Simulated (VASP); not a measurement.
# ScIn2N3 (P-4m2) in VASP: relaxation of cell and atoms with PBE

Aim: the relaxation of cell and atoms of ScIn2N3 with PBE.

Everything below comes from runs of VASP 6.6.1. Logs are shortened: lines on timing, memory, paths and dates and some standing lists are left out, and cuts for length are marked.

## Step 1: The cell of the first run

Symmetry: P-4m2, No. 115, tetragonal system. Conventional cell: a = 3.151 Å, b = 3.151 Å, c = 8.889 Å, α = 90.00°, β = 90.00°, γ = 90.00°. Within 2.9 Å of Sc (site symmetry -4m2) lie 4 N at 2.23 Å. Within 2.9 Å of In (site symmetry 2mm) lie 5 N at 2.23 to 2.42 Å. Within 2.9 Å of N (site symmetry 2mm) lie 5 In at 2.23 to 2.42 Å. Within 2.9 Å of N (site symmetry -4m2) lie 4 Sc at 2.23 Å.

The cell was generated, and may not be a known phase.

## Step 2: Relaxation of cell and atoms, PBE

INCAR

```
  PREC = Accurate
  ENCUT = 600
  EDIFF = 1E-7
  ISMEAR = 0
  SIGMA = 0.1
  LREAL = False
  LASPH = True
  NELM = 100
  ALGO = Normal
  ISIF = 3
  LWAVE = False
  LCHARG = False
  GGA = PE
  IBRION = 2
  NSW = 100
  EDIFFG = -0.01
```

KPOINTS

```
Automatic mesh
0
Gamma
  12 12 4
```

POSCAR

```
ScIn2N3
1.0
    3.1510451221      0.0000000000      0.0000000000
    0.0000000000      3.1510451221      0.0000000000
    0.0000000000      0.0000000000      8.8891291628
Sc In N
1 2 3
Direct
    0.0000000000      0.0000000000      0.0000000000
    0.5000000000      0.0000000000      0.3626445788
    0.0000000000      0.5000000000      0.6373554212
    0.5000000000      0.0000000000      0.6353419643
    0.0000000000      0.5000000000      0.3646580357
    0.5000000000      0.5000000000      0.0000000000
```

Potentials or basis: VASP PAW PBE potentials, release 64 (Sc_sv, In_d, N).

The run is started by

```
$ cat potpaw_PBE.64/Sc_sv/POTCAR potpaw_PBE.64/In_d/POTCAR potpaw_PBE.64/N/POTCAR > POTCAR
$ mpirun -np 1 vasp_std > vasp.out
```

OUTCAR:

```text
PREC = Accurate
   ENCUT = 600
   EDIFF = 1E-7
   ISMEAR = 0
   LREAL = False
   LASPH = True
   NELM = 100
   ISIF = 3
   GGA = PE
   IBRION = 2
   NSW = 100
   EDIFFG = -0.01

 ion  position               nearest neighbor table
   1  0.000  0.000  0.000-   6 2.23   6 2.23   6 2.23   6 2.23   3 3.59   2 3.59   2 3.59   3 3.59

   2  0.500  0.000  0.363-   5 2.23   5 2.23   5 2.23   5 2.23   4 2.42   3 3.31   3 3.31   3 3.31
                             3 3.31   1 3.59   1 3.59
   3  0.000  0.500  0.637-   4 2.23   4 2.23   4 2.23   4 2.23   5 2.42   2 3.31   2 3.31   2 3.31
                             2 3.31   1 3.59   1 3.59
   4  0.500  0.000  0.635-   3 2.23   3 2.23   3 2.23   3 2.23   2 2.42
   5  0.000  0.500  0.365-   2 2.23   2 2.23   2 2.23   2 2.23   3 2.42
   6  0.500  0.500  0.000-   1 2.23   1 2.23   1 2.23   1 2.23

  LATTYP: Found a simple tetragonal cell.
 ALAT       =     3.1510451221
 C/A-ratio  =     2.8210097978

  Lattice vectors:

 A1 = (   3.1510451221,   0.0000000000,   0.0000000000)
 A2 = (   0.0000000000,   3.1510451221,   0.0000000000)
 A3 = (   0.0000000000,   0.0000000000,   8.8891291628)

Analysis of symmetry for initial positions (statically):
=====================================================================
 Subroutine PRICEL returns:
 Original cell was already a primitive cell.

 Routine SETGRP: Setting up the symmetry group for a
 simple tetragonal supercell.

 Subroutine GETGRP returns: Found  8 space group operations
 (whereof  8 operations were pure point group operations)
 out of a pool of 16 trial point group operations.

The static configuration has the point symmetry D_2d.

Analysis of symmetry for dynamics (positions and initial velocities):
=====================================================================
 Subroutine PRICEL returns:
 Original cell was already a primitive cell.

 Routine SETGRP: Setting up the symmetry group for a
 simple tetragonal supercell.

 Subroutine GETGRP returns: Found  8 space group operations
 (whereof  8 operations were pure point group operations)
 out of a pool of 16 trial point group operations.

The dynamic configuration has the point symmetry D_2d.

 Subroutine INISYM returns: Found  8 space group operations
 (whereof  8 operations are pure point group operations),
 and found     1 'primitive' translations

----------------------------------------------------------------------------------------

                                     Primitive cell

[... 102 lines left out ...]
   IBRION =      2    ionic relax: 0-MD 1-quasi-New 2-CG
   NFREE  =      1    steps in history (QN), initial steepest desc. (CG)
   ISIF   =      3    stress and relaxation
   ISYM   =      2    0-nonsym 1-usesym 2-fastsym
   POTIM  = 0.5000    time-step for ionic-motion
   TEBEG  =    0.0;   TEEND  =   0.0 temperature during run
   PSTRESS=    0.0 pullay stress
   NELECT =      52.0000    total number of electrons
   NUPDOWN=      -1.0000    fix difference up-down
   EMIN   =  10.00;   EMAX   =-10.00  energy-range for DOS
   EFERMI =   0.00;   METHOD = LEGACY
   ISMEAR =     0;   SIGMA  =   0.10  broadening in eV -4-tet -1-fermi 0-gaus
   EFERMI_NEDOS =   21; number of points for ismear=-14 and -15
   IALGO  =     38    algorithm
   IMIX   =      4    mixing-type and parameters
     AMIX     =   0.40;   BMIX     =  1.00
     AMIX_MAG =   1.60;   BMIX_MAG =  1.00
  volume/ion in A,a.u.               =      14.71        99.27
  Fermi-wavevector in a.u.,A,eV,Ry     =   1.372418  2.593494 25.627004  1.883532
  Thomas-Fermi vector in A             =   2.498027
   LORBIT       =      0    0 simple, 1 ext, 2 COOP (PROOUT), +10 PAW based schemes
   GGA     = PE    functional components
   LHFCALC =     F    Hartree Fock is set to
   AEXX    =    0.0000 exact exchange contribution
   IVDW    =     0    specifies the selected vdW correction
   LEPSILON=     F    determine dielectric tensor
   LRPA    =     F    only Hartree local field effects (RPA)
 conjugate gradient relaxation of ions
 non-spin polarized calculation
 Gauss-broadening in eV      SIGMA  =   0.10
  energy-cutoff  :      600.00
  volume of cell :       88.26
 maximum number of plane-waves:      2992
 NGX is ok and might be reduce to    28
   NGX = 13   NGY = 13   NGZ = 35

--------------------------------------- Ionic step        1  -------------------------------------------

 number of electron      52.0000009 magnetization

 Free energy of the ion-electron system (eV)
  ---------------------------------------------------
  ext. energy  EPLUGINS =         0.00000000
  ---------------------------------------------------
  free energy    TOTEN  =       -36.43787417 eV

  energy without entropy =      -36.43648654  energy(sigma->0) =      -36.43718036

------------------------ aborting loop because EDIFF is reached ----------------------------------------

  FORCE on cell =-STRESS in cart. coord.  units (eV):
  Direction    XX          YY          ZZ          XY          YZ          ZX
  --------------------------------------------------------------------------------------
  -------------------------------------------------------------------------------------
  Total        0.2553047      0.2553047      0.1370812      0.0000000      0.0000000      0.0000000
  in kB        4.6344797      4.6344797      2.4883986      0.0000000      0.0000000      0.0000000
  external PRESSURE =       3.9191193 kB  Pullay stress =       0.0000000 kB
[... 107 lines left out ...]
--------------------------------------- Ionic step        4  -------------------------------------------

 number of electron      52.0000009 magnetization

 Free energy of the ion-electron system (eV)
  ---------------------------------------------------
  ext. energy  EPLUGINS =         0.00000000
  ---------------------------------------------------
  free energy    TOTEN  =       -36.43822149 eV

  energy without entropy =      -36.43680849  energy(sigma->0) =      -36.43751499

 E-fermi :   6.4741     XC(G=0): -10.8691

 val. band max:        6.4220759472   @ k =   0.0000   0.0000   0.2500
 cond. band min:       6.5117191708   @ k =   0.0000   0.0000   0.0000
 fundamental gap:      0.0896432236
 Fermi energy:         6.4740744028

 k-point     1 :       0.0000    0.0000    0.0000
  band No.  band energies     occupation
      1     -42.5695      2.00000
      2     -21.5085      2.00000
      3     -20.8828      2.00000
      4     -20.8828      2.00000
      5      -9.5953      2.00000
      6      -9.5120      2.00000
[... 805 lines left out ...]
     30       9.4039      0.00000
     31       9.5166      0.00000

 [... further k-points ...]
[... 5 lines left out ...]
  --------------------------------------------------------------------------------------
  -------------------------------------------------------------------------------------
  Total       -0.0128613     -0.0128613      0.0258415      0.0000000      0.0000000     -0.0000000
  in kB       -0.2328570     -0.2328570      0.4678678      0.0000000      0.0000000     -0.0000000
  external PRESSURE =       0.0007180 kB  Pullay stress =       0.0000000 kB
[... 21 lines left out ...]
  FREE ENERGIE OF THE ION-ELECTRON SYSTEM (eV)
  ---------------------------------------------------
  free  energy   TOTEN  =       -36.4382214861 eV

  energy  without entropy=      -36.4368084946  energy(sigma->0) =      -36.43751499

 reached required accuracy - stopping structural energy minimisation
```

CONTCAR:

```text
ScIn2N3
   1.00000000000000
     3.1537380174038527    0.0000000000000000   -0.0000000000000000
    -0.0000000000000000    3.1537380174038527    0.0000000000000000
    -0.0000000000000000    0.0000000000000000    8.8972015243427300
  Sc              In              N
     1     2     3
Direct
     0.0000000000000000    0.0000000000000000    0.0000000000000000
     0.5000000000000000    0.0000000000000000    0.3624728004441483
     0.0000000000000000    0.5000000000000000    0.6375271995558517
     0.5000000000000000    0.0000000000000000    0.6353715105088885
     0.0000000000000000    0.5000000000000000    0.3646284894911116
     0.5000000000000000    0.5000000000000000    1.0000000000000000

  0.00000000E+00  0.00000000E+00  0.00000000E+00
  0.00000000E+00  0.00000000E+00  0.00000000E+00
  0.00000000E+00  0.00000000E+00  0.00000000E+00
  0.00000000E+00  0.00000000E+00  0.00000000E+00
  0.00000000E+00  0.00000000E+00  0.00000000E+00
  0.00000000E+00  0.00000000E+00  0.00000000E+00
```

Run time: 24 min. Hardware: 1 thread of Oxide Virtual Turin-like, shared host; peak memory 0.4 GiB.

Results:

```yaml
Free_energy: -36.4382 eV
Relaxed_volume: 14.75 Å³/atom
Relaxed_cell: a = 3.154 Å, b = 3.154 Å, c = 8.897 Å, α = 90.00°, β = 90.00°, γ = 90.00°
Space_group_after_relaxing_to_0.1_Å: P-4m2 (No. 115)
Energy_gained_by_relaxing: 0.1 meV/atom
Ionic_steps: 4
Pressure_after_relaxing: 0.0 GPa
Largest_force_after_relaxing: 0.008 eV/Å
Band_gap_on_the_k_mesh: zero (bands 26 and 27 overlap by 0.23 eV)
```

Forces in eV/Å, atoms in the order of the input:
```
Sc   0.000  0.000  0.000
In   0.000  0.000 -0.008
In   0.000  0.000  0.008
N    0.000  0.000  0.000
N    0.000  0.000  0.000
N    0.000  0.000  0.000
```

Step by step:
```
step  energy change (eV)  largest force (eV/Å)  pressure (GPa)  volume (Å³)
   1              0.0000                0.0350            0.39        88.26
   2              0.0001                0.0069           -0.43        88.72
   3             -0.0003                0.0157            0.00        88.48
   4             -0.0003                0.0077            0.00        88.49
```

Final structure:
```cif
data_structure
_symmetry_space_group_name_H-M 'P 1'
_symmetry_Int_Tables_number 1
_cell_length_a 3.1537
_cell_length_b 3.1537
_cell_length_c 8.8972
_cell_angle_alpha 90.000
_cell_angle_beta 90.000
_cell_angle_gamma 90.000
_cell_volume 88.49
loop_
_atom_site_label
_atom_site_type_symbol
_atom_site_fract_x
_atom_site_fract_y
_atom_site_fract_z
_atom_site_occupancy
Sc1 Sc 0.00000 0.00000 0.00000 1
In1 In 0.50000 0.00000 0.36247 1
In2 In 0.00000 0.50000 0.63753 1
N1 N 0.50000 0.00000 0.63537 1
N2 N 0.00000 0.50000 0.36463 1
N3 N 0.50000 0.50000 0.00000 1
```

Levels at points of the mesh, in eV from the Fermi level:
| k point | band 22 | band 23 | band 24 | band 25 | band 26 | band 27 | band 28 | band 29 | band 30 | band 31 |
| --- | --- | --- | --- | --- | --- | --- | --- | --- | --- | --- |
| (0.00, 0.00, 0.00) | -1.75 | -1.75 | -0.91 | -0.87 | 0.04 | 0.04 | 0.82 | 1.95 | 2.94 | 3.27 |
| (0.50, 0.00, 0.00) | -2.19 | -1.82 | -1.71 | -0.15 | -0.10 | 1.75 | 2.71 | 3.51 | 3.54 | 4.32 |
| (0.50, 0.50, 0.00) | -2.50 | -2.50 | -1.78 | -1.78 | -0.34 | 0.58 | 0.58 | 1.91 | 1.91 | 2.56 |
| (0.00, 0.00, 0.50) | -1.98 | -1.75 | -1.75 | 0.04 | 0.04 | 0.55 | 0.97 | 1.28 | 2.34 | 3.27 |
| (0.50, 0.00, 0.50) | -2.20 | -1.86 | -0.96 | -0.15 | -0.10 | 1.16 | 2.90 | 3.52 | 3.94 | 4.29 |
| (0.50, 0.50, 0.50) | -2.56 | -2.56 | -1.60 | -1.60 | -0.36 | 0.11 | 0.11 | 2.42 | 2.42 | 2.60 |

Caveat: semilocal functionals underestimate gaps, and a narrow one can read as zero; spin-orbit coupling is left out, which moves the levels of the heavy elements.

The gap in the log of VASP goes by the Fermi energy; the results here count the filled bands.